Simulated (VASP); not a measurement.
# AgI (P6_3mc) in VASP: settings compared

AgI is run at these levels: PBE+D4, PBE+D3(BJ); tasks: single point.

Program: VASP 6.6.1. These are calculated values, not measurements. Logs are shortened: lines on timing, memory, paths and dates and some standing lists are left out, and cuts for length are marked.

**1. The cell of the first run**

The structure is hexagonal, space group P6_3mc (No. 186). The conventional cell has a = 4.433 Å, b = 4.433 Å, c = 14.595 Å, α = 90.00°, β = 90.00°, γ = 120.00°. Within 3.8 Å of Ag (site symmetry 3m) lie 4 I at 2.87 to 2.88 Å and 3 Ag at 3.00 Å. Ag (site symmetry 3m) has 4 I at 2.87 to 2.88 Å and 3 Ag at 3.00 Å within 3.8 Å. Within 3.8 Å of I (site symmetry 3m) lie 4 Ag at 2.87 Å. Within 3.8 Å of I (site symmetry 3m) lie 4 Ag at 2.88 Å.

**2. Single point, PBE+D4**

File INCAR:

```
SYSTEM = AgI
PREC     = Accurate       ! precision mode
ENCUT    = 500            ! plane-wave cutoff, eV
EDIFF    = 1E-6           ! SCF threshold, eV
ISMEAR   = -1             ! smearing method
SIGMA    = 0.02           ! smearing width, eV
LREAL    = .FALSE.        ! projectors in reciprocal space
LASPH    = .TRUE.         ! aspherical terms in the spheres
NELM     = 120            ! most SCF steps
ALGO     = Normal         ! electronic algorithm
ISIF     = 2              ! what is computed and relaxed
LWAVE    = .FALSE.        ! write WAVECAR
LCHARG   = .FALSE.        ! write CHGCAR
GGA      = PE             ! functional
IVDW     = 13             ! dispersion correction
NBANDS   = 46             ! bands
GGA_COMPAT= .FALSE.
```

File KPOINTS:

```
Automatic mesh
0
G
  6 6 2
  0 0 0
```

File POSCAR:

```
AgI
1.0
    4.4325337278      0.0000000000      0.0000000000
   -2.2162668639      3.8386868114      0.0000000000
    0.0000000000      0.0000000000     14.5945367463
Ag I
4 4
Direct
    0.0000000000      0.0000000000      0.3215149251
    0.6666666667      0.3333333333      0.4287376560
    0.3333333333      0.6666666667      0.9287376560
    0.0000000000      0.0000000000      0.8215149251
    0.0000000000      0.0000000000      0.0184099015
    0.6666666667      0.3333333333      0.2313375176
    0.3333333333      0.6666666667      0.7313375176
    0.0000000000      0.0000000000      0.5184099015
```

Potentials or basis: VASP PAW PBE potentials, release 64 (Ag, I).

Launch:

```bash
$ cat potpaw_PBE.64/Ag/POTCAR potpaw_PBE.64/I/POTCAR > POTCAR
$ mpirun -np 1 vasp_std > vasp.out
```

OUTCAR:

```text
SYSTEM = AgI
   PREC = Accurate
   ENCUT = 500
   EDIFF = 1E-6
   ISMEAR = -1
   LREAL = .FALSE.
   LASPH = .TRUE.
   NELM = 120
   ISIF = 2
   GGA = PE
   IVDW = 13

 ion  position               nearest neighbor table
   1  0.000  0.000  0.322-   8 2.87   6 2.88   6 2.88   6 2.88   2 3.00   2 3.00   2 3.00
   2  0.667  0.333  0.429-   8 2.87   8 2.87   8 2.87   6 2.88   1 3.00   1 3.00   1 3.00
   3  0.333  0.667  0.929-   5 2.87   5 2.87   5 2.87   7 2.88   4 3.00   4 3.00   4 3.00
   4  0.000  0.000  0.822-   5 2.87   7 2.88   7 2.88   7 2.88   3 3.00   3 3.00   3 3.00
   5  0.000  0.000  0.018-   4 2.87   3 2.87   3 2.87   3 2.87
   6  0.667  0.333  0.231-   1 2.88   1 2.88   1 2.88   2 2.88
   7  0.333  0.667  0.731-   4 2.88   4 2.88   4 2.88   3 2.88
   8  0.000  0.000  0.518-   1 2.87   2 2.87   2 2.87   2 2.87

  LATTYP: Found a hexagonal cell.
 ALAT       =     4.4325337278
 C/A-ratio  =     3.2925946293

  Lattice vectors:

 A1 = (   4.4325337278,   0.0000000000,   0.0000000000)
 A2 = (  -2.2162668639,   3.8386868114,   0.0000000000)
 A3 = (   0.0000000000,   0.0000000000,  14.5945367463)

Analysis of symmetry for initial positions (statically):
=====================================================================
 Subroutine PRICEL returns:
 Original cell was already a primitive cell.

 Routine SETGRP: Setting up the symmetry group for a
 hexagonal supercell.

 Subroutine GETGRP returns: Found 12 space group operations
 (whereof  6 operations were pure point group operations)
 out of a pool of 24 trial point group operations.

The static configuration has the point symmetry C_3v.
 The point group associated with its full space group is C_6v.

Analysis of symmetry for dynamics (positions and initial velocities):
=====================================================================
 Subroutine PRICEL returns:
 Original cell was already a primitive cell.

 Routine SETGRP: Setting up the symmetry group for a
 hexagonal supercell.

 Subroutine GETGRP returns: Found 12 space group operations
 (whereof  6 operations were pure point group operations)
 out of a pool of 24 trial point group operations.

The dynamic configuration has the point symmetry C_3v.
 The point group associated with its full space group is C_6v.

 Subroutine INISYM returns: Found 12 space group operations
 (whereof  6 operations are pure point group operations),
 and found     1 'primitive' translations

----------------------------------------------------------------------------------------

                                     Primitive cell

  volume of cell :     248.3276

  direct lattice vectors                    reciprocal lattice vectors
     4.432533728  0.000000000  0.000000000     0.225604600  0.130252877  0.000000000
    -2.216266864  3.838686811  0.000000000     0.000000000  0.260505753  0.000000000
     0.000000000  0.000000000 14.594536746     0.000000000  0.000000000  0.068518790

  length of vectors
     4.432533728  4.432533728 14.594536746     0.260505753  0.260505753  0.068518790

  position of ions in fractional coordinates (direct lattice)
     0.000000000  0.000000000  0.321514925
     0.666666667  0.333333333  0.428737656
     0.333333333  0.666666667  0.928737656
     0.000000000  0.000000000  0.821514925
     0.000000000  0.000000000  0.018409902
     0.666666667  0.333333333  0.231337518
     0.333333333  0.666666667  0.731337518
     0.000000000  0.000000000  0.518409902

  ion indices of the primitive-cell ions
   primitive index   ion index
                 1           1
                 2           2
                 3           3
                 4           4
                 5           5
                 6           6
                 7           7
                 8           8

----------------------------------------------------------------------------------------

 KPOINTS: Automatic mesh

Automatic generation of k-mesh.
 Grid dimensions read from file:
 generate k-points for:    6    6    2

 Generating k-lattice:

  Cartesian coordinates                     Fractional coordinates (reciprocal lattice)
     0.037600767  0.021708813  0.000000000     0.166666667 -0.000000000  0.000000000
     0.000000000  0.043417626  0.000000000     0.000000000  0.166666667  0.000000000
     0.000000000  0.000000000  0.034259395     0.000000000  0.000000000  0.500000000

  Length of vectors
     0.043417626  0.043417626  0.034259395

  Shift w.r.t. Gamma in fractional coordinates (k-lattice)
     0.000000000  0.000000000  0.000000000

 Subroutine IBZKPT returns following result:
 ===========================================

 Found     14 irreducible k-points:

 Following reciprocal coordinates:
            Coordinates               Weight
  0.000000  0.000000  0.000000      1.000000
  0.166667  0.000000  0.000000      6.000000
  0.333333  0.000000  0.000000      6.000000
  0.500000  0.000000  0.000000      3.000000
  0.166667  0.166667  0.000000      6.000000
  0.333333  0.166667  0.000000     12.000000
  0.333333  0.333333  0.000000      2.000000
  0.000000  0.000000  0.500000      1.000000
  0.166667  0.000000  0.500000      6.000000
  0.333333  0.000000  0.500000      6.000000
  0.500000  0.000000  0.500000      3.000000
  0.166667  0.166667  0.500000      6.000000
  0.333333  0.166667  0.500000     12.000000
  0.333333  0.333333  0.500000      2.000000
   k-points           NKPTS =     14   k-points in BZ     NKDIM =     14   number of bands    NBANDS=     46
   number of dos      NEDOS =    301   number of ions     NIONS =      8
   total plane-waves  NPLWV = 110592
   dimension x,y,z NGX =    32 NGY =   32 NGZ =  108
   dimension x,y,z NGXF=    64 NGYF=   64 NGZF=  216
   ions per type =               4   4
   NGX,Y,Z   is equivalent  to a cutoff of  12.00, 12.00, 12.30 a.u.
   NGXF,Y,Z  is equivalent  to a cutoff of  24.00, 24.00, 24.60 a.u.
 SYSTEM =  AgI
   PREC   = accura    normal or accurate (medium, high low for compatibility)
   ISTART =      0    job   : 0-new  1-cont  2-samecut
   ICHARG =      2    charge: 1-file 2-atom 10-const
   ISPIN  =      1    spin polarized calculation?
   LNONCOLLINEAR =      F non collinear calculations
   LSORBIT =      F    spin-orbit coupling
   LASPH  =      T    aspherical Exc in radial PAW
   ENCUT  =  500.0 eV  36.75 Ry    6.06 a.u.   8.08  8.08 26.61*2*pi/ulx,y,z
   NELM   =    120;   NELMIN=  2; NELMDL= -5     # of ELM steps
   EDIFF  = 0.1E-05   stopping-criterion for ELM
   LREAL  =      F    real-space projection
   EDIFFG = 0.1E-04   stopping-criterion for IOM
   NSW    =      0    number of steps for IOM
   IBRION =     -1    ionic relax: 0-MD 1-quasi-New 2-CG
   NFREE  =      0    steps in history (QN), initial steepest desc. (CG)
   ISIF   =      2    stress and relaxation
   ISYM   =      2    0-nonsym 1-usesym 2-fastsym
   POTIM  = 0.5000    time-step for ionic-motion
   TEBEG  =    0.0;   TEEND  =   0.0 temperature during run
   PSTRESS=    0.0 pullay stress
   NELECT =      72.0000    total number of electrons
   NUPDOWN=      -1.0000    fix difference up-down
   EMIN   =  10.00;   EMAX   =-10.00  energy-range for DOS
   EFERMI =   0.00;   METHOD = LEGACY
   ISMEAR =    -1;   SIGMA  =   0.02  broadening in eV -4-tet -1-fermi 0-gaus
   EFERMI_NEDOS =   21; number of points for ismear=-14 and -15
   IALGO  =     38    algorithm
   IMIX   =      4    mixing-type and parameters
     AMIX     =   0.40;   BMIX     =  1.00
     AMIX_MAG =   1.60;   BMIX_MAG =  1.00
  volume/ion in A,a.u.               =      31.04       209.47
  Fermi-wavevector in a.u.,A,eV,Ry     =   1.083538  2.047589 15.973970  1.174054
  Thomas-Fermi vector in A             =   2.219606
   LORBIT       =      0    0 simple, 1 ext, 2 COOP (PROOUT), +10 PAW based schemes
   GGA     = PE    functional components
   LHFCALC =     F    Hartree Fock is set to
   AEXX    =    0.0000 exact exchange contribution
   IVDW    =    13    specifies the selected vdW correction
   LEPSILON=     F    determine dielectric tensor
   LRPA    =     F    only Hartree local field effects (RPA)
 non-spin polarized calculation
  energy-cutoff  :      500.00
  volume of cell :      248.33
 maximum number of plane-waves:      6328
   NGX = 17   NGY = 17   NGZ = 53

 number of electron      72.0000006 magnetization

 Free energy of the ion-electron system (eV)
  ---------------------------------------------------
  ext. energy  EPLUGINS =         0.00000000
  ---------------------------------------------------
  free energy    TOTEN  =       -18.84230547 eV

  energy without entropy =      -18.84230547  energy(sigma->0) =      -18.84230547

 E-fermi :   4.1917     XC(G=0):  -8.9850

 val. band max:        3.7797092603   @ k =   0.0000   0.0000   0.0000
 cond. band min:       5.2237658028   @ k =   0.0000   0.0000   0.0000
 fundamental gap:      1.4440565425
 Fermi energy:         4.1916881593

 k-point     1 :       0.0000    0.0000    0.0000
  band No.  band energies     occupation
      1      -8.8797      2.00000
      2      -8.7195      2.00000
      3      -8.5882      2.00000
      4      -8.4064      2.00000
      5      -0.8900      2.00000
      6      -0.7384      2.00000
[... 38 lines left out ...]
     45      10.1013      0.00000
     46      10.1013      0.00000

 k-point     2 :       0.1667    0.0000    0.0000
  band No.  band energies     occupation
      1      -8.7956      2.00000
      2      -8.6528      2.00000
      3      -8.5317      2.00000
      4      -8.3732      2.00000
      5      -0.8478      2.00000
      6      -0.6079      2.00000
[... 38 lines left out ...]
     45       9.9004      0.00000
     46      10.1278      0.00000

 k-point     3 :       0.3333    0.0000    0.0000
  band No.  band energies     occupation
      1      -8.6025      2.00000
      2      -8.5068      2.00000
      3      -8.4209      2.00000
      4      -8.3215      2.00000
      5      -0.8376      2.00000
      6      -0.7217      2.00000
[... 528 lines left out ...]
     45      10.5556      0.00000
     46      10.5556      0.00000

 k-point    14 :       0.3333    0.3333    0.5000
  band No.  band energies     occupation
      1      -8.3727      2.00000
      2      -8.3727      2.00000
      3      -8.3580      2.00000
      4      -8.3580      2.00000
      5      -0.4251      2.00000
      6      -0.4251      2.00000
[... 38 lines left out ...]
     45      10.8234      0.00000
     46      10.8234      0.00000

------------------------ aborting loop because EDIFF is reached ----------------------------------------

  DFT-D4 for vdW energy calculation

  Edisp (eV):   -3.11420

  FORCE on cell =-STRESS in cart. coord.  units (eV):
  Direction    XX          YY          ZZ          XY          YZ          ZX
  --------------------------------------------------------------------------------------
  -------------------------------------------------------------------------------------
  Total      -0.01645    -0.01645    -0.04562     0.00000     0.00000    -0.00000
  in kB      -0.10612    -0.10612    -0.29437     0.00000     0.00000    -0.00000
  external pressure =       -0.17 kB  Pullay stress =        0.00 kB

 VOLUME and BASIS-vectors are now :
 -----------------------------------------------------------------------------
  energy-cutoff  :      500.00
  volume of cell :      248.33
      direct lattice vectors                 reciprocal lattice vectors
     4.432533728  0.000000000  0.000000000     0.225604600  0.130252877  0.000000000
    -2.216266864  3.838686811  0.000000000     0.000000000  0.260505753  0.000000000
     0.000000000  0.000000000 14.594536746     0.000000000  0.000000000  0.068518790

 POSITION                                       TOTAL-FORCE (eV/Angst)
 -----------------------------------------------------------------------------------
      0.00000      0.00000      4.69236         0.000000      0.000000     -0.002777
      2.21627      1.27956      6.25723        -0.000000     -0.000000      0.003619
     -0.00000      2.55912     13.55450         0.000000      0.000000      0.003619
      0.00000      0.00000     11.98963         0.000000     -0.000000     -0.002777
      0.00000      0.00000      0.26868         0.000000     -0.000000     -0.010088
      2.21627      1.27956      3.37626         0.000000      0.000000      0.009246
     -0.00000      2.55912     10.67353        -0.000000      0.000000      0.009246
      0.00000      0.00000      7.56595        -0.000000      0.000000     -0.010088
 -----------------------------------------------------------------------------------
    total drift:                               -0.000000     -0.000000     -0.000346

  FREE ENERGIE OF THE ION-ELECTRON SYSTEM (eV)
  ---------------------------------------------------
  free  energy   TOTEN  =       -21.9565083166 eV

  energy  without entropy=      -21.9565083165  energy(sigma->0) =      -21.95650832
```

Wall time 84 s (1 thread of Intel Xeon 6975P-C (Granite Rapids), shared host); peak memory 0.39 GiB.

Results:

* Free energy: -21.9565 eV
* Pressure: 0.0 GPa
* Largest force: 0.010 eV/Å
* Band gap on the k mesh: 1.44 eV
* Dispersion energy per atom: -0.389 eV

Forces in eV/Å, atoms in the order of the input:
```
Ag   0.000  0.000 -0.003
Ag   0.000  0.000  0.004
Ag   0.000  0.000  0.004
Ag   0.000  0.000 -0.003
I    0.000  0.000 -0.010
I    0.000  0.000  0.009
I    0.000  0.000  0.009
I    0.000  0.000 -0.010
```

Caveat: spin-orbit coupling is left out, which moves the levels of the heavy elements.

(Part 1 of 2 ends here.)
